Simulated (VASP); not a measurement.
Set up this calculation in VASP 6.6.1, as the native input.

```
Task                   : single point
Functional             : PBE
Potentials or basis    : VASP PAW PBE potentials, release 64 (C)
Cutoff                 : 520 eV
k mesh                 : 12 × 8 × 1
Occupations            : fermi-dirac, width 0.02 eV
Spin                   : no spin polarisation
Dipole correction      : yes
Electric field (eV/Å)  : -0.5 eV/Å
Further INCAR settings : ALGO = Normal; EDIFF = 1e-07; NBANDS = 16; EFIELD = -0.5
```

The structure of C lies in POSCAR:

```
C
1.0
    2.5255274270      0.0000000000      0.0000000000
    0.0000000000      3.5716351394      0.0000000000
    0.0000000000      0.0000000000     17.2628000000
C
4
Direct
    0.0000000000      0.3355680012      0.4829528614
    0.5000000000      0.1644319988      0.4829528614
    0.5000000000      0.8355679784      0.5170471386
    0.0000000000      0.6644320216      0.5170471386
```

One way to write it, as run:

INCAR

```
  PREC = Accurate
  ENCUT = 520
  EDIFF = 1E-7
  ISMEAR = -1
  SIGMA = 0.02
  LREAL = F
  LASPH = T
  NELM = 80
  ALGO = Normal
  ISIF = 2
  LWAVE = F
  LCHARG = F
  LDIPOL = T
  IDIPOL = 3
  DIPOL = 0.5 0.5 0.500
  GGA = PE
  EFIELD = -0.5
  NBANDS = 16
```

KPOINTS

```
Automatic mesh
0
Gamma
  12 8 1
```

Potentials or basis: VASP PAW PBE potentials, release 64 (C).

Run with:

```console
$ cat potpaw_PBE.64/C/POTCAR > POTCAR
$ mpirun -np 1 vasp_std > vasp.out
```

Results of the run:

The largest force is 0.054 eV/Å and the band gap on the k mesh is zero (bands 8 and 9 overlap by 0.75 eV).

Wall time 86 s on 1 thread of Intel(R) Xeon(R) Platinum 8488C (Sapphire Rapids) (shared host), peak memory 0.27 GiB.
